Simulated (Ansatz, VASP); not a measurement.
Two plane-wave programs on Al

File INCAR:

```
ALGO = Fast ; EDIFF = 1E-6
ENCUT = 520 ; GGA = PS
ISIF = 2 ; ISMEAR = 0
LASPH = True ; LCHARG = True
LELF = True ; LREAL = False
LVHAR = True ; LWAVE = False
NBANDS = 14 ; NELM = 100
PREC = Accurate ; SIGMA = 0.15
```

Contents of KPOINTS:

```
k-points
0
Gamma
  18 18 6
```

Contents of POSCAR:

```
Al
1.0
    2.8362844918      0.0000000000      0.0000000000
   -1.4181422459      2.4562944222      0.0000000000
    0.0000000000      0.0000000000      9.3221494563
Al
4
Direct
    0.0000000000      0.0000000000      0.0000000000
    0.3333333333      0.6666666667      0.2500000000
    0.0000000000      0.0000000000      0.5000000000
    0.6666666667      0.3333333333      0.7500000000
```

Input for Ansatz:

```yaml
crystal:
  lattice:
    - [2.8362844918, 0.0, 0.0]
    - [-1.4181422459, 2.4562944222, 0.0]
    - [0.0, 0.0, 9.3221494563]
  atoms:
    - { symbol: Al, position: [0.0, 0.0, 0.0] }
    - { symbol: Al, position: [0.3333333333, 0.6666666667, 0.25] }
    - { symbol: Al, position: [0.0, 0.0, 0.5] }
    - { symbol: Al, position: [0.6666666667, 0.3333333333, 0.75] }
basis:
  ecutwfc: 420
kpoints:
  mp_grid: { grid: [18, 18, 6] }
hamiltonian:
  xc: pbesol
scf:
  occupations: { method: gaussian, width: 0.15 }
output:
  forces: true
  stress: true
  eigenvalues: true
```

Alike in both runs: task single point; functional PBEsol; k mesh 18 × 18 × 6; occupations gaussian, width 0.15 eV; no spin polarisation.

|  | VASP | Ansatz |
| --- | --- | --- |
| version | VASP 6.6.1 | Ansatz 0.2.0 |
| potentials or method | VASP PAW PBE potentials, release 64 (Al), cutoff 520 eV | scalar-relativistic, plane waves, PAW |
| valence electrons in the cell | 12 | 12 |

Ansatz gave:

* gap on the k mesh at the Fermi level (eV): none
* pressure (GPa): 0.0

What did VASP give for the same quantities?

gap on the k mesh at the Fermi level (eV): none; pressure (GPa): 0.1.

VASP's potentials were made for PBE, not for PBEsol. A gap of «none» marks a metal or a gap that the smearing closes. With one functional, cell and mesh, what is left measures potentials, basis and numerics.
